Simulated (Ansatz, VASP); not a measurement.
# CaHfO in VASP and in Ansatz

```
Ca Hf O
1.0
     3.56752    0.00000    0.00000
     0.00000    3.56752    0.00000
     0.00000    0.00000    4.25557
Ca Hf O
1 1 1
Direct
  0.00000 0.00000 0.00000
  0.50000 0.50000 0.50000
  0.50000 0.50000 0.00000
```

Alike in both runs: functional PBE; k mesh 14 × 14 × 12; occupations gaussian, width 0.1 eV; no spin polarisation.

Ansatz relaxed the structure, and its values are those at the end. VASP's run is a single point on that final structure, the one shown.

|  | VASP | Ansatz |
| --- | --- | --- |
| version | VASP 6.6.1 | Ansatz 0.2.0 |
| potentials or method | VASP PAW PBE potentials, release 64 (Ca_sv, Hf_pv, O), cutoff 520 eV | scalar-relativistic, plane waves, PAW |
| valence electrons in the cell | 26 | 42 |

```tsv
	VASP	Ansatz	Ansatz less VASP
gap on the k mesh at the Fermi level (eV)	none	none	-
pressure (GPa)	-0.4	0.0	+0.43
```

A gap of «none» marks a metal or a gap that the smearing closes. With one functional, cell and mesh, what is left measures potentials, basis and numerics. VASP's potentials hold 26 valence electrons a cell and Ansatz's 42, so a difference there can come from the potentials and not from the codes.

Neither program's run includes spin-orbit coupling.
